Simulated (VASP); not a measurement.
# TlPb2 (Fd-3m) in VASP: a series of runs

Aim: see how the results for TlPb2 move with the level of theory and the settings. Levels: r2SCAN, PBE. Tasks: single point.

All numbers are computed with VASP 6.6.1; they aren't measurements. Logs are shortened: lines on timing, memory, paths and dates and some standing lists are left out, and cuts for length are marked.

**1. The cell of the first run**

Symmetry: Fd-3m, No. 227, cubic system. Conventional cell: a = 9.370 Å, b = 9.370 Å, c = 9.370 Å, α = 90.00°, β = 90.00°, γ = 90.00°. Tl (site symmetry -43m) has 12 Pb at 3.88 Å and 4 Tl at 4.06 Å within 5.1 Å. Pb (site symmetry -3m) has 6 Pb at 3.31 Å and 6 Tl at 3.88 Å within 4.4 Å.

**2. Single point, r2SCAN**

The input, POSCAR:

```
TlPb2
1.0
    0.0000000000      4.6850505000      4.6850505000
    4.6850505000      0.0000000000      4.6850505000
    4.6850505000      4.6850505000      0.0000000000
Tl Pb
2 4
Direct
    0.0000000000      0.0000000000      0.0000000000
    0.2500000000      0.2500000000      0.2500000000
    0.6250000000      0.6250000000      0.6250000000
    0.1250000000      0.6250000000      0.6250000000
    0.6250000000      0.1250000000      0.6250000000
    0.6250000000      0.6250000000      0.1250000000
```

The input, INCAR.step1:

```
PREC = Accurate ; ENCUT = 520
ISMEAR = 0 ; SIGMA = 0.1
LREAL = False ; LASPH = True
NELM = 80 ; NBANDS = 50
GGA = PE ; ALGO = Normal
EDIFF = 1E-4 ; LWAVE = True
LCHARG = False
```

The input, INCAR.step2:

```
PREC = Accurate ; ENCUT = 520
EDIFF = 1E-7 ; ISMEAR = 0
SIGMA = 0.1 ; LREAL = False
LASPH = True ; NELM = 80
ALGO = Normal ; ISIF = 2
LWAVE = False ; LCHARG = False
METAGGA = R2SCAN ; LMIXTAU = True
NBANDS = 50 ; ISTART = 1
```

The input, KPOINTS:

```
Automatic mesh
0
Gamma
  8 8 8
```

Potentials or basis: VASP PAW PBE potentials, release 64 (Tl_d, Pb_d).

The run is started by

```
> cat potpaw_PBE.64/Tl_d/POTCAR potpaw_PBE.64/Pb_d/POTCAR > POTCAR
> cp INCAR.step1 INCAR
> mpirun -np 1 vasp_std > vasp.out
> cp INCAR.step2 INCAR
> mpirun -np 1 vasp_std > vasp.out
```

OUTCAR:

```text
PREC = Accurate
   ENCUT = 520
   EDIFF = 1E-7
   ISMEAR = 0
   LREAL = False
   LASPH = True
   NELM = 80
   ISIF = 2
   METAGGA = R2SCAN
   ISTART = 1

 ion  position               nearest neighbor table
   1  0.000  0.000  0.000-   5 3.88   6 3.88   4 3.88   6 3.88   4 3.88   5 3.88   3 3.88   3 3.88
                             3 3.88   6 3.88   5 3.88   4 3.88   2 4.06   2 4.06   2 4.06   2 4.06
   2  0.250  0.250  0.250-   4 3.88   5 3.88   4 3.88   6 3.88   5 3.88   6 3.88   3 3.88   3 3.88
                             3 3.88   6 3.88   4 3.88   5 3.88   1 4.06   1 4.06   1 4.06   1 4.06
   3  0.625  0.625  0.625-   4 3.31   5 3.31   6 3.31   6 3.31   5 3.31   4 3.31   1 3.88   2 3.88
                             1 3.88   2 3.88   1 3.88   2 3.88
   4  0.125  0.625  0.625-   3 3.31   6 3.31   5 3.31   3 3.31   5 3.31   6 3.31   2 3.88   1 3.88
                             2 3.88   1 3.88   1 3.88   2 3.88
   5  0.625  0.125  0.625-   3 3.31   6 3.31   3 3.31   4 3.31   6 3.31   4 3.31   1 3.88   2 3.88
                             1 3.88   2 3.88   1 3.88   2 3.88
   6  0.625  0.625  0.125-   3 3.31   3 3.31   4 3.31   5 3.31   5 3.31   4 3.31   1 3.88   2 3.88
                             1 3.88   2 3.88   1 3.88   2 3.88

  LATTYP: Found a face centered cubic cell.
 ALAT       =     9.3701010000

  Lattice vectors:

 A1 = (   0.0000000000,   4.6850505000,   4.6850505000)
 A2 = (   4.6850505000,   0.0000000000,   4.6850505000)
 A3 = (   4.6850505000,   4.6850505000,   0.0000000000)

Analysis of symmetry for initial positions (statically):
=====================================================================
 Subroutine PRICEL returns:
 Original cell was already a primitive cell.

 Routine SETGRP: Setting up the symmetry group for a
 face centered cubic supercell.

 Subroutine GETGRP returns: Found 48 space group operations
 (whereof 24 operations were pure point group operations)
 out of a pool of 48 trial point group operations.

The static configuration has the point symmetry T_d .
 The point group associated with its full space group is O_h .

Analysis of symmetry for dynamics (positions and initial velocities):
=====================================================================
 Subroutine PRICEL returns:
 Original cell was already a primitive cell.

 Routine SETGRP: Setting up the symmetry group for a
 face centered cubic supercell.

 Subroutine GETGRP returns: Found 48 space group operations
 (whereof 24 operations were pure point group operations)
 out of a pool of 48 trial point group operations.

The dynamic configuration has the point symmetry T_d .
 The point group associated with its full space group is O_h .

 Subroutine INISYM returns: Found 48 space group operations
 (whereof 24 operations are pure point group operations),
 and found     1 'primitive' translations

----------------------------------------------------------------------------------------

                                     Primitive cell

  volume of cell :     205.6709

  direct lattice vectors                    reciprocal lattice vectors
     0.000000000  4.685050500  4.685050500    -0.106722436  0.106722436  0.106722436
     4.685050500  0.000000000  4.685050500     0.106722436 -0.106722436  0.106722436
     4.685050500  4.685050500  0.000000000     0.106722436  0.106722436 -0.106722436

  length of vectors
     6.625661958  6.625661958  6.625661958     0.184848681  0.184848681  0.184848681

  position of ions in fractional coordinates (direct lattice)
     0.000000000  0.000000000  0.000000000
     0.250000000  0.250000000  0.250000000
     0.625000000  0.625000000  0.625000000
     0.125000000  0.625000000  0.625000000
     0.625000000  0.125000000  0.625000000
     0.625000000  0.625000000  0.125000000

  ion indices of the primitive-cell ions
   primitive index   ion index
                 1           1
                 2           2
                 3           3
                 4           4
                 5           5
                 6           6

----------------------------------------------------------------------------------------

 KPOINTS: Automatic mesh

Automatic generation of k-mesh.
 Grid dimensions read from file:
 generate k-points for:    8    8    8

 Generating k-lattice:

  Cartesian coordinates                     Fractional coordinates (reciprocal lattice)
    -0.013340304  0.013340304  0.013340304     0.125000000  0.000000000  0.000000000
     0.013340304 -0.013340304  0.013340304     0.000000000  0.125000000  0.000000000
     0.013340304  0.013340304 -0.013340304     0.000000000  0.000000000  0.125000000

  Length of vectors
     0.023106085  0.023106085  0.023106085

  Shift w.r.t. Gamma in fractional coordinates (k-lattice)
     0.000000000  0.000000000  0.000000000

 Subroutine IBZKPT returns following result:
 ===========================================

 Found     29 irreducible k-points:

 Following reciprocal coordinates:
            Coordinates               Weight
  0.000000  0.000000  0.000000      1.000000
  0.125000  0.000000  0.000000      8.000000
  0.250000  0.000000  0.000000      8.000000
  0.375000  0.000000  0.000000      8.000000
  0.500000  0.000000  0.000000      4.000000
  0.125000  0.125000  0.000000      6.000000
[... 16 lines left out ...]
  0.500000  0.250000  0.125000     48.000000
 -0.375000  0.250000  0.125000     24.000000
 [... further k-points ...]
   k-points           NKPTS =     29   k-points in BZ     NKDIM =     29   number of bands    NBANDS=     50
   number of dos      NEDOS =    301   number of ions     NIONS =      6
   total plane-waves  NPLWV = 125000
   dimension x,y,z NGX =    50 NGY =   50 NGZ =   50
   dimension x,y,z NGXF=   100 NGYF=  100 NGZF=  100
   ions per type =               2   4
   NGX,Y,Z   is equivalent  to a cutoff of  12.55, 12.55, 12.55 a.u.
   NGXF,Y,Z  is equivalent  to a cutoff of  25.09, 25.09, 25.09 a.u.
 SYSTEM =  unknown system
   PREC   = accura    normal or accurate (medium, high low for compatibility)
   ISTART =      1    job   : 0-new  1-cont  2-samecut
   ICHARG =      0    charge: 1-file 2-atom 10-const
   ISPIN  =      1    spin polarized calculation?
   LNONCOLLINEAR =      F non collinear calculations
   LSORBIT =      F    spin-orbit coupling
   LASPH  =      T    aspherical Exc in radial PAW
   ENCUT  =  520.0 eV  38.22 Ry    6.18 a.u.  12.32 12.32 12.32*2*pi/ulx,y,z
   NELM   =     80;   NELMIN=  2; NELMDL=  0     # of ELM steps
   EDIFF  = 0.1E-06   stopping-criterion for ELM
   LREAL  =      F    real-space projection
   EDIFFG = 0.1E-05   stopping-criterion for IOM
   NSW    =      0    number of steps for IOM
   IBRION =     -1    ionic relax: 0-MD 1-quasi-New 2-CG
   NFREE  =      0    steps in history (QN), initial steepest desc. (CG)
   ISIF   =      2    stress and relaxation
   ISYM   =      2    0-nonsym 1-usesym 2-fastsym
   POTIM  = 0.5000    time-step for ionic-motion
   TEBEG  =    0.0;   TEEND  =   0.0 temperature during run
   PSTRESS=    0.0 pullay stress
   NELECT =      82.0000    total number of electrons
   NUPDOWN=      -1.0000    fix difference up-down
   EMIN   =  10.00;   EMAX   =-10.00  energy-range for DOS
   EFERMI =   0.00;   METHOD = LEGACY
   ISMEAR =     0;   SIGMA  =   0.10  broadening in eV -4-tet -1-fermi 0-gaus
   EFERMI_NEDOS =   21; number of points for ismear=-14 and -15
   IALGO  =     38    algorithm
   IMIX   =      4    mixing-type and parameters
     AMIX     =   0.40;   BMIX     =  1.00
     AMIX_MAG =   1.60;   BMIX_MAG =  1.00
  volume/ion in A,a.u.               =      34.28       231.32
  Fermi-wavevector in a.u.,A,eV,Ry     =   1.204912  2.276953 19.753100  1.451812
  Thomas-Fermi vector in A             =   2.340623
   LORBIT       =      0    0 simple, 1 ext, 2 COOP (PROOUT), +10 PAW based schemes
   METAGGA = R2SCAN    functional components
   LHFCALC =     F    Hartree Fock is set to
   AEXX    =    0.0000 exact exchange contribution
   IVDW    =     0    specifies the selected vdW correction
   LEPSILON=     F    determine dielectric tensor
   LRPA    =     F    only Hartree local field effects (RPA)
 non-spin polarized calculation
 Gauss-broadening in eV      SIGMA  =   0.10
  energy-cutoff  :      520.00
  volume of cell :      205.67
 maximum number of plane-waves:      5577
 NGX is ok and might be reduce to    50
   NGX = 25   NGY = 25   NGZ = 25

 number of electron      81.9999989 magnetization

 Free energy of the ion-electron system (eV)
  ---------------------------------------------------
  ext. energy  EPLUGINS =         0.00000000
  ---------------------------------------------------
  free energy    TOTEN  =      -331.15635948 eV

  energy without entropy =     -331.13847506  energy(sigma->0) =     -331.14741727

 E-fermi :   5.6025     XC(G=0): -10.0667

 val. band max:        5.5845195874   @ k =  -0.2500   0.3750   0.1250
 cond. band min:       5.6294738595   @ k =  -0.2500   0.2500   0.0000
 fundamental gap:      0.0449542721
 Fermi energy:         5.6024615823

 k-point     1 :       0.0000    0.0000    0.0000
  band No.  band energies     occupation
      1     -12.3203      2.00000
      2     -12.1813      2.00000
      3     -12.1813      2.00000
      4     -12.1813      2.00000
      5     -12.1735      2.00000
      6     -12.1735      2.00000
[... 42 lines left out ...]
     49      10.6482      0.00000
     50      10.6482      0.00000

 k-point     2 :       0.1250    0.0000    0.0000
  band No.  band energies     occupation
      1     -12.3073      2.00000
      2     -12.1768      2.00000
      3     -12.1761      2.00000
      4     -12.1761      2.00000
      5     -12.1595      2.00000
      6     -12.1595      2.00000
[... 42 lines left out ...]
     49      10.3642      0.00000
     50      10.3642      0.00000

 k-point     3 :       0.2500    0.0000    0.0000
  band No.  band energies     occupation
      1     -12.2762      2.00000
      2     -12.1716      2.00000
      3     -12.1716      2.00000
      4     -12.1591      2.00000
      5     -12.1102      2.00000
      6     -12.1102      2.00000
[... 42 lines left out ...]
     49      10.4706      0.00000
     50      10.4706      0.00000

 k-point     4 :       0.3750    0.0000    0.0000
  band No.  band energies     occupation
      1     -12.2495      2.00000
      2     -12.1678      2.00000
      3     -12.1678      2.00000
      4     -12.1191      2.00000
      5     -12.0375      2.00000
      6     -12.0375      2.00000
[... 999 lines left out ...]
 k-point    23 :       0.5000    0.2500    0.1250
  band No.  band energies     occupation
      1     -12.2130      2.00000
      2     -12.1578      2.00000
      3     -12.1352      2.00000
      4     -12.1171      2.00000
      5     -12.0542      2.00000
      6     -11.9997      2.00000
[... 42 lines left out ...]
     49       9.1617      0.00000
     50       9.6360      0.00000

 k-point    24 :      -0.3750    0.2500    0.1250
  band No.  band energies     occupation
      1     -12.2032      2.00000
      2     -12.1562      2.00000
      3     -12.1167      2.00000
      4     -12.0942      2.00000
      5     -12.0311      2.00000
      6     -11.9900      2.00000
[... 42 lines left out ...]
     49       9.5220      0.00000
     50       9.8530      0.00000

 [... further k-points ...]

------------------------ aborting loop because EDIFF is reached ----------------------------------------

  FORCE on cell =-STRESS in cart. coord.  units (eV):
  Direction    XX          YY          ZZ          XY          YZ          ZX
  --------------------------------------------------------------------------------------
  -------------------------------------------------------------------------------------
  Total       -1.3127802     -1.3127802     -1.3127802     -0.0000000     -0.0000000     -0.0000000
  in kB      -10.2265647    -10.2265647    -10.2265647     -0.0000000     -0.0000000     -0.0000000
  external PRESSURE =     -10.2265647 kB  Pullay stress =       0.0000000 kB

 VOLUME and BASIS-vectors are now :
 -----------------------------------------------------------------------------
  energy-cutoff  :      520.00
  volume of cell :      205.67
      direct lattice vectors                 reciprocal lattice vectors
     0.000000000  4.685050500  4.685050500    -0.106722436  0.106722436  0.106722436
     4.685050500  0.000000000  4.685050500     0.106722436 -0.106722436  0.106722436
     4.685050500  4.685050500  0.000000000     0.106722436  0.106722436 -0.106722436

 POSITION                                       TOTAL-FORCE (eV/Angst)
 -----------------------------------------------------------------------------------
      0.00000      0.00000      0.00000         0.000000     -0.000000      0.000000
      2.34253      2.34253      2.34253        -0.000000      0.000000     -0.000000
      5.85631      5.85631      5.85631         0.000000      0.000000      0.000000
      5.85631      3.51379      3.51379         0.000000      0.000000      0.000000
      3.51379      5.85631      3.51379         0.000000      0.000000      0.000000
      3.51379      3.51379      5.85631         0.000000      0.000000      0.000000
 -----------------------------------------------------------------------------------
    total drift:                               -0.000000     -0.000000      0.000000

  FREE ENERGIE OF THE ION-ELECTRON SYSTEM (eV)
  ---------------------------------------------------
  free  energy   TOTEN  =      -331.1563594756 eV

  energy  without entropy=     -331.1384750637  energy(sigma->0) =     -331.14741727
```

It took 49 min on 1 thread of Intel Xeon 8259CL, shared host; peak memory 0.53 GiB.

What came out:

| Quantity | Value |
| --- | --- |
| Free energy | -331.1564 eV |
| Pressure | -1.0 GPa |
| Band gap on the k mesh | zero (bands 41 and 42 overlap by 2.14 eV) |

Caveat: the PAW data sets were made with another functional, which shifts forces and pressure a little; spin-orbit coupling is left out, which moves the levels of the heavy elements.

**3. Single point, PBE**

The input, INCAR:

```
PREC = Accurate
ENCUT = 520
EDIFF = 1E-7
ISMEAR = 0
SIGMA = 0.1
LREAL = False
LASPH = True
NELM = 60
ALGO = Normal
ISIF = 2
LWAVE = False
LCHARG = True
GGA = PE
LELF = True
LVHAR = True
NBANDS = 50
```

The input, KPOINTS:

```
regular mesh
0
Gamma
  4 4 4
```

POSCAR is that of step 2.

Potentials or basis: VASP PAW PBE potentials, release 64 (Tl_d, Pb_d).

The run is started by

```
> cat potpaw_PBE.64/Tl_d/POTCAR potpaw_PBE.64/Pb_d/POTCAR > POTCAR
> mpirun -np 1 vasp_std > vasp.out
```

Run time: 51 s. Hardware: 1 thread of Intel Xeon 6975P-C (Granite Rapids), shared host; peak memory 0.36 GiB.

It converged, with:

| Item | Value |
| --- | --- |
| Free energy | -18.2179 eV |
| Pressure | 0.0 GPa |
| Band gap on the k mesh | zero (bands 41 and 42 overlap by 2.03 eV) |

Levels at points of the mesh, in eV from the Fermi level:
| k point | band 39 | band 40 | band 41 | band 42 | band 43 | band 44 |
| --- | --- | --- | --- | --- | --- | --- |
| (0.00, 0.00, 0.00) | -2.67 | -2.67 | -0.84 | -0.84 | 0.38 | 0.38 |
| (0.50, 0.00, 0.00) | -2.49 | -0.07 | -0.07 | 0.63 | 0.63 | 0.63 |
| (0.50, 0.50, 0.00) | -1.08 | -1.08 | 0.89 | 0.89 | 1.04 | 1.04 |

Caveat: spin-orbit coupling is left out, which moves the levels of the heavy elements.

(Continued in part 2 of 2.)
